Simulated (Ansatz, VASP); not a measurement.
**One calculation of Te2Mo, two programs**

INCAR

```
SYSTEM = Te2Mo
  PREC = Accurate
  ENCUT = 500
  EDIFF = 1E-6
  ISMEAR = 0
  SIGMA = 0.05
  LREAL = .FALSE.
  LASPH = .TRUE.
  NELM = 120
  ALGO = Normal
  ISIF = 2
  LWAVE = .FALSE.
  LCHARG = .TRUE.
  LELF = .TRUE.
  LVHAR = .TRUE.
  NBANDS = 64
  GGA_COMPAT = .FALSE.
```

KPOINTS

```
Automatic mesh
0
G
  12 12 1
  0 0 0
```

File POSCAR:

```
Te2Mo
1.0
    3.4714972448      0.0000000000      0.0000000000
   -1.7357486224      3.0064048031      0.0000000000
    0.0000000000      0.0000000000     36.9805472253
Te Mo
8 4
Direct
    0.3333333333      0.6666666667      0.8582693428
    0.3333333333      0.6666666667      0.2306019043
    0.6666666667      0.3333333333      0.6723279505
    0.6666666667      0.3333333333      0.0445600797
    0.6666666667      0.3333333333      0.7693980957
    0.6666666667      0.3333333333      0.1417306572
    0.3333333333      0.6666666667      0.9554399203
    0.3333333333      0.6666666667      0.3276720495
    0.3333333333      0.6666666667      0.7207836671
    0.3333333333      0.6666666667      0.0931454943
    0.6666666667      0.3333333333      0.9068545057
    0.6666666667      0.3333333333      0.2792163329
```

Input for Ansatz:

```yaml
crystal:
  lattice:
    - [3.4714972448, 0.0, 0.0]
    - [-1.7357486224, 3.0064048031, 0.0]
    - [0.0, 0.0, 36.9805472253]
  atoms:
    - { symbol: Te, position: [0.3333333333, 0.6666666667, 0.8582693428] }
    - { symbol: Te, position: [0.3333333333, 0.6666666667, 0.2306019043] }
    - { symbol: Te, position: [0.6666666667, 0.3333333333, 0.6723279505] }
    - { symbol: Te, position: [0.6666666667, 0.3333333333, 0.0445600797] }
    - { symbol: Te, position: [0.6666666667, 0.3333333333, 0.7693980957] }
    - { symbol: Te, position: [0.6666666667, 0.3333333333, 0.1417306572] }
    - { symbol: Te, position: [0.3333333333, 0.6666666667, 0.9554399203] }
    - { symbol: Te, position: [0.3333333333, 0.6666666667, 0.3276720495] }
    - { symbol: Mo, position: [0.3333333333, 0.6666666667, 0.7207836671] }
    - { symbol: Mo, position: [0.3333333333, 0.6666666667, 0.0931454943] }
    - { symbol: Mo, position: [0.6666666667, 0.3333333333, 0.9068545057] }
    - { symbol: Mo, position: [0.6666666667, 0.3333333333, 0.2792163329] }
basis:
  ecutwfc: 420
kpoints:
  mp_grid: { grid: [12, 12, 1] }
hamiltonian:
  xc: lda
scf:
  occupations: { method: gaussian, width: 0.05 }
output:
  forces: true
  stress: true
  eigenvalues: true
  write_density: true
  write_potential: true
  elf: true
  volumetric_format: npy
```

Alike in both runs: task single point; functional LDA; k mesh 12 × 12 × 1; occupations gaussian, width 0.05 eV; no spin polarisation.

```csv
,VASP,Ansatz
version,VASP 6.6.1,Ansatz 0.2.0
potentials or method,"VASP PAW LDA potentials, release 64 (Te, Mo_sv), cutoff 500 eV","scalar-relativistic, plane waves, PAW"
valence electrons in the cell,104,184
```

Ansatz gave:

| Quantity | Value |
| --- | --- |
| gap on the k mesh at the Fermi level (eV) | 0.78 |
| least direct gap on the mesh (eV) | 1.14 |
| rms of the force components (eV/Å) | 0.000 |

Task: Which values does VASP return?

Result: gap on the k mesh at the Fermi level (eV): 0.77; least direct gap on the mesh (eV): 1.14; rms of the force components (eV/Å): 0.027.

LDA's correlation is that of Perdew and Zunger in VASP and of Perdew and Wang (1992) in Ansatz. Atom by atom the forces differ by 0.027 eV/Å (rms over components). VASP's potentials hold 104 valence electrons a cell and Ansatz's 184, so a difference there can come from the potentials and not from the codes. Ansatz's warnings: xc potential rough in thin density.

Neither program's run includes spin-orbit coupling.
